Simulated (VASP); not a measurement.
# NaCl (P-62m) in VASP: single point with PBEsol+D3(BJ)

Aim: the single point of NaCl with PBEsol+D3(BJ).

Everything below comes from runs of VASP 6.6.1. Logs are shortened: lines on timing, memory, paths and dates and some standing lists are left out, and cuts for length are marked.

## (1) The cell of the first run

It takes space group P-62m (No. 189, hexagonal). Conventional cell: a = 6.800 Å, b = 6.800 Å, c = 7.095 Å, α = 90.00°, β = 90.00°, γ = 120.00°. Within 4.0 Å of Na (site symmetry m2m) lie 6 Cl at 2.87 to 2.88 Å and 6 Na at 3.90 to 3.94 Å. Within 4.0 Å of Na (site symmetry m2m) lie 6 Cl at 2.87 to 2.89 Å and 6 Na at 3.91 to 3.96 Å. Within 4.0 Å of Cl (site symmetry 3) lie 6 Na at 2.87 to 2.88 Å and 8 Cl at 3.54 to 3.93 Å. Within 4.0 Å of Cl (site symmetry 3m) lie 6 Na at 2.87 to 2.89 Å and 8 Cl at 3.53 to 3.93 Å.

## (2) Single point, PBEsol+D3(BJ)

POSCAR

```
NaCl
1.0
    6.7996340000      0.0000000000      0.0000000000
   -3.3998170000      5.8886560000      0.0000000000
    0.0000000000      0.0000000000      7.0948380000
Na Cl
6 6
Direct
    0.0000000000      0.6692000000      0.5000000000
    0.3308000000      0.3308000000      0.5000000000
    0.6692000000      0.0000000000      0.5000000000
    0.0000000000      0.3365710000      0.0000000000
    0.6634290000      0.6634290000      0.0000000000
    0.3365710000      0.0000000000      0.0000000000
    0.6666666667      0.3333333333      0.2504470000
    0.6666666667      0.3333333333      0.7495530000
    0.3333333333      0.6666666667      0.7495530000
    0.3333333333      0.6666666667      0.2504470000
    0.0000000000      0.0000000000      0.7509120000
    0.0000000000      0.0000000000      0.2490880000
```

INCAR.step1

```
ALGO     = Normal         # electronic algorithm
EDIFF    = 1E-6           # SCF threshold, eV
ENCUT    = 520            # plane-wave cutoff, eV
GGA      = PS             # functional
ISIF     = 2              # what is computed and relaxed
ISMEAR   = 0              # smearing method
IVDW     = 12             # dispersion correction
LASPH    = True           # aspherical terms in the spheres
LCHARG   = True           # write CHGCAR
LREAL    = False          # projectors in reciprocal space
LWAVE    = False          # write WAVECAR
NBANDS   = 54             # bands
NELM     = 80             # most SCF steps
PREC     = Accurate       # precision mode
SIGMA    = 0.01           # smearing width, eV
```

KPOINTS.step1

```
k-points
0
Gamma
  4 4 3
```

INCAR.step2

```
ALGO     = Normal         # electronic algorithm
EDIFF    = 1E-6           # SCF threshold, eV
ENCUT    = 520            # plane-wave cutoff, eV
GGA      = PS             # functional
ICHARG   = 11             # starting density
ISIF     = 2              # what is computed and relaxed
ISMEAR   = -5             # smearing method
IVDW     = 12             # dispersion correction
LASPH    = True           # aspherical terms in the spheres
LCHARG   = False          # write CHGCAR
LORBIT   = 10             # projections on sites
LREAL    = False          # projectors in reciprocal space
LWAVE    = False          # write WAVECAR
NEDOS    = 2001           # points of the DOS
NELM     = 80             # most SCF steps
PREC     = Accurate       # precision mode
SIGMA    = 0.01           # smearing width, eV
```

KPOINTS.step2

```
k-points
0
Gamma
  6 6 5
```

Potentials or basis: VASP PAW PBE potentials, release 64 (Na_pv, Cl).

On the command line:

```sh
> cat potpaw_PBE.64/Na_pv/POTCAR potpaw_PBE.64/Cl/POTCAR > POTCAR
> cp INCAR.step1 INCAR
> cp KPOINTS.step1 KPOINTS
> mpirun -np 1 vasp_std > vasp.out
> cp INCAR.step2 INCAR
> cp KPOINTS.step2 KPOINTS
> mpirun -np 1 vasp_std > vasp.out
```

OUTCAR:

```text
EDIFF = 1E-6
   ENCUT = 520
   GGA = PS
   ICHARG = 11
   ISIF = 2
   ISMEAR = -5
   IVDW = 12
   LASPH = True
   LORBIT = 10
   LREAL = False
   NELM = 80
   PREC = Accurate
 IVDW          = 12

 ion  position               nearest neighbor table
   1  0.000  0.669  0.500-
   2  0.331  0.331  0.500-
   3  0.669  0.000  0.500-
   4  0.000  0.337  0.000-
   5  0.663  0.663  0.000-
   6  0.337  0.000  0.000-
   7  0.667  0.333  0.250-
   8  0.667  0.333  0.750-
   9  0.333  0.667  0.750-
  10  0.333  0.667  0.250-
  11  0.000  0.000  0.751-
  12  0.000  0.000  0.249-

  LATTYP: Found a hexagonal cell.
 ALAT       =     6.7996340000
 C/A-ratio  =     1.0434146897

  Lattice vectors:

 A1 = (   6.7996340000,   0.0000000000,   0.0000000000)
 A2 = (  -3.3998170000,   5.8886560000,   0.0000000000)
 A3 = (   0.0000000000,   0.0000000000,   7.0948380000)

Analysis of symmetry for initial positions (statically):
=====================================================================
 Subroutine PRICEL returns:
 Original cell was already a primitive cell.

 Routine SETGRP: Setting up the symmetry group for a
 hexagonal supercell.

 Subroutine GETGRP returns: Found 12 space group operations
 (whereof 12 operations were pure point group operations)
 out of a pool of 24 trial point group operations.

The static configuration has the point symmetry D_3h.

Analysis of symmetry for dynamics (positions and initial velocities):
=====================================================================
 Subroutine PRICEL returns:
 Original cell was already a primitive cell.

 Routine SETGRP: Setting up the symmetry group for a
 hexagonal supercell.

 Subroutine GETGRP returns: Found 12 space group operations
 (whereof 12 operations were pure point group operations)
 out of a pool of 24 trial point group operations.

The dynamic configuration has the point symmetry D_3h.

 Subroutine INISYM returns: Found 12 space group operations
 (whereof 12 operations are pure point group operations),
[... 131 lines left out ...]
   IALGO  =     38    algorithm
   IMIX   =      4    mixing-type and parameters
     AMIX     =   0.40;   BMIX     =  1.00
     AMIX_MAG =   1.60;   BMIX_MAG =  1.00
  volume/ion in A,a.u.               =      23.67       159.76
  Fermi-wavevector in a.u.,A,eV,Ry     =   1.090653  2.061035 16.184451  1.189524
  Thomas-Fermi vector in A             =   2.226882
   LORBIT       =     10    0 simple, 1 ext, 2 COOP (PROOUT), +10 PAW based schemes
   GGA     = PS    functional components
   LHFCALC =     F    Hartree Fock is set to
   AEXX    =    0.0000 exact exchange contribution
   IVDW    =    12    specifies the selected vdW correction
   LEPSILON=     F    determine dielectric tensor
   LRPA    =     F    only Hartree local field effects (RPA)
 non-spin polarized calculation
 Fermi weights with tetrahedron method with Bloechl corrections
  energy-cutoff  :      520.00
  volume of cell :      284.08
 maximum number of plane-waves:      7670
 NGX is ok and might be reduce to    54

 number of electron      84.0000006 magnetization

 Free energy of the ion-electron system (eV)
  ---------------------------------------------------
  ext. energy  EPLUGINS =         0.00000000
  ---------------------------------------------------
  free energy    TOTEN  =       -41.26637036 eV

  energy without entropy =      -41.26637036  energy(sigma->0) =      -41.26637036

 E-fermi :  -0.6338     XC(G=0):  -8.0582

 val. band max:       -0.6354552975   @ k =   0.0000   0.0000   0.0000
 cond. band min:       3.5946682560   @ k =   0.0000   0.0000   0.0000
 fundamental gap:      4.2301235535
 Fermi energy:        -0.6338253211

 k-point     1 :       0.0000    0.0000    0.0000
  band No.  band energies     occupation
      1     -21.9086      2.00000
      2     -21.9083      2.00000
      3     -21.9004      2.00000
      4     -21.9002      2.00000
      5     -21.8999      2.00000
      6     -21.8999      2.00000
[... 1102 lines left out ...]
     49       7.8077      0.00000
     50       7.8332      0.00000

------------------------ aborting loop because EDIFF is reached ----------------------------------------

 Edisp (eV)   -2.16890

 E8    (eV) :    -1.3923

  FORCE on cell =-STRESS in cart. coord.  units (eV):
  Direction    XX          YY          ZZ          XY          YZ          ZX
  --------------------------------------------------------------------------------------
  -------------------------------------------------------------------------------------
  Total      -4.11403    -4.11403    -4.55305     0.00000     0.00000     0.00000
  in kB     -23.20245   -23.20245   -25.67844     0.00000     0.00000     0.00000
  external pressure =      -24.03 kB  Pullay stress =        0.00 kB

 VOLUME and BASIS-vectors are now :
 -----------------------------------------------------------------------------
  energy-cutoff  :      520.00
  volume of cell :      284.08
      direct lattice vectors                 reciprocal lattice vectors
     6.799634000  0.000000000  0.000000000     0.147066739  0.084909018  0.000000000
    -3.399817000  5.888656000  0.000000000     0.000000000  0.169818037  0.000000000
     0.000000000  0.000000000  7.094838000     0.000000000  0.000000000  0.140947545

 POSITION                                       TOTAL-FORCE (eV/Angst)
 -----------------------------------------------------------------------------------
     -2.27516      3.94069      3.54742         0.008360     -0.014480      0.000000
      1.12466      1.94797      3.54742         0.008360      0.014480     -0.000000
      4.55032      0.00000      3.54742        -0.016720     -0.000000      0.000000
     -1.14428      1.98195      0.00000         0.013613     -0.023578      0.000000
      2.25554      3.90671      0.00000         0.013613      0.023578      0.000000
      2.28856      0.00000      0.00000        -0.027226     -0.000000      0.000000
      3.39982      1.96289      1.77688         0.000000     -0.000000     -0.002836
      3.39982      1.96289      5.31796         0.000000     -0.000000      0.002836
     -0.00000      3.92577      5.31796         0.000000     -0.000000      0.002836
     -0.00000      3.92577      1.77688         0.000000     -0.000000     -0.002836
      0.00000      0.00000      5.32760         0.000000     -0.000000     -0.006551
      0.00000      0.00000      1.76724         0.000000     -0.000000      0.006551
 -----------------------------------------------------------------------------------
    total drift:                               -0.000000     -0.000000      0.000000

  FREE ENERGIE OF THE ION-ELECTRON SYSTEM (eV)
  ---------------------------------------------------
  free  energy   TOTEN  =       -43.4352751258 eV

  energy  without entropy=      -43.4352751258  energy(sigma->0) =      -43.43527513

 total charge

# of ion       s       p       d       tot
------------------------------------------
    1        0.039   5.976   0.000   6.015
    2        0.039   5.976   0.000   6.015
    3        0.039   5.976   0.000   6.015
    4        0.039   5.976   0.000   6.015
    5        0.039   5.976   0.000   6.015
    6        0.039   5.976   0.000   6.015
    7        1.579   3.544   0.000   5.123
    8        1.579   3.544   0.000   5.123
    9        1.579   3.544   0.000   5.123
   10        1.579   3.544   0.000   5.123
   11        1.579   3.543   0.000   5.122
   12        1.579   3.543   0.000   5.122
--------------------------------------------------
tot          9.706  57.118   0.000  66.824
```

OUTCAR.step1:

```text
EDIFF = 1E-6
   ENCUT = 520
   GGA = PS
   ISIF = 2
[... 706 lines left out ...]
     -0.00000      3.92577      5.31796         0.000000      0.000000      0.002804
     -0.00000      3.92577      1.77688         0.000000      0.000000     -0.002804
      0.00000      0.00000      5.32760         0.000000      0.000000     -0.006530
      0.00000      0.00000      1.76724         0.000000      0.000000      0.006530
 -----------------------------------------------------------------------------------
    total drift:                               -0.000000     -0.000000      0.000000

  FREE ENERGIE OF THE ION-ELECTRON SYSTEM (eV)
  ---------------------------------------------------
  free  energy   TOTEN  =       -43.4347998457 eV

  energy  without entropy=      -43.4347998457  energy(sigma->0) =      -43.43479985
```

OSZICAR.step1:

```text
N       E                     dE             d eps       ncg     rms          rms(c)
DAV:   1     0.915860018978E+03    0.91586E+03   -0.39990E+04   864   0.161E+03
DAV:   2     0.918665450201E+02   -0.82399E+03   -0.78726E+03   952   0.419E+02
DAV:   3    -0.354736164967E+02   -0.12734E+03   -0.12600E+03   966   0.172E+02
DAV:   4    -0.422992859698E+02   -0.68257E+01   -0.67682E+01  1032   0.409E+01
DAV:   5    -0.425219198427E+02   -0.22263E+00   -0.22224E+00  1136   0.746E+00    0.489E+00
DAV:   6    -0.413514623441E+02    0.11705E+01   -0.20743E+00  1058   0.564E+00    0.349E+00
DAV:   7    -0.412326272258E+02    0.11884E+00   -0.53661E-01  1160   0.266E+00    0.232E+00
DAV:   8    -0.412641234949E+02   -0.31496E-01   -0.61078E-02   954   0.132E+00    0.667E-01
DAV:   9    -0.412630605329E+02    0.10630E-02   -0.17207E-03  1136   0.239E-01    0.425E-01
DAV:  10    -0.412664330617E+02   -0.33725E-02   -0.13041E-02   948   0.350E-01    0.257E-01
DAV:  11    -0.412659171087E+02    0.51595E-03   -0.99605E-04  1050   0.113E-01    0.100E-01
DAV:  12    -0.412658785945E+02    0.38514E-04   -0.15207E-04   922   0.399E-02    0.155E-02
DAV:  13    -0.412658951599E+02   -0.16565E-04   -0.51100E-05   846   0.246E-02    0.687E-03
DAV:  14    -0.412658950848E+02    0.75081E-07   -0.22215E-06   792   0.797E-03
   1 F= -.43434800E+02 E0= -.43434800E+02  d E =-.349239E-31
```

Run time: 4.3 min. Hardware: 1 thread of AMD EPYC 9R45 (Zen 5), shared host; peak memory 0.45 GiB.

Results:

```yaml
Valence_electrons_inside_the_program's_atomic_spheres: Na 6.01; Cl 5.12
Dispersion_energy_per_atom: -0.181 eV
```

Caveat: three body term missing; the PAW data sets were made with another functional, which shifts forces and pressure a little.
